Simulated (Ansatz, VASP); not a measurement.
Two plane-wave programs on Ru

```
CELL_PARAMETERS angstrom
2.68952 0.00000 0.00000
-1.34476 2.32920 0.00000
0.00000 0.00000 4.25192
ATOMIC_POSITIONS crystal
Ru 0.33333 0.66667 0.29704
Ru 0.66667 0.33333 0.70296
```

Change from the starting cell: mode 6 (264.9 1/cm) frozen in, largest displacement -0.200 Å.

Alike in both runs: task single point; functional PBEsol; k mesh 24 × 24 × 14; occupations gaussian, width 0.15 eV; no spin polarisation.

```csv
,VASP,Ansatz
version,VASP 6.6.1,Ansatz 0.2.0
potentials or method,"VASP PAW PBE potentials, release 64 (Ru_pv), cutoff 520 eV","scalar-relativistic, plane waves, PAW"
valence electrons in the cell,28,32
```

VASP gave:

```
gap on the k mesh at the Fermi level (eV) : none
rms of the force components (eV/Å)        : 4.460
```

Problem. Estimate Ansatz's values.

Solution. gap on the k mesh at the Fermi level (eV): none; rms of the force components (eV/Å): 4.358.

VASP's potentials were made for PBE, not for PBEsol. Atom by atom the forces differ by 0.102 eV/Å (rms over components). A gap of «none» marks a metal or a gap that the smearing closes. VASP's potentials hold 28 valence electrons a cell and Ansatz's 32, so a difference there can come from the potentials and not from the codes.
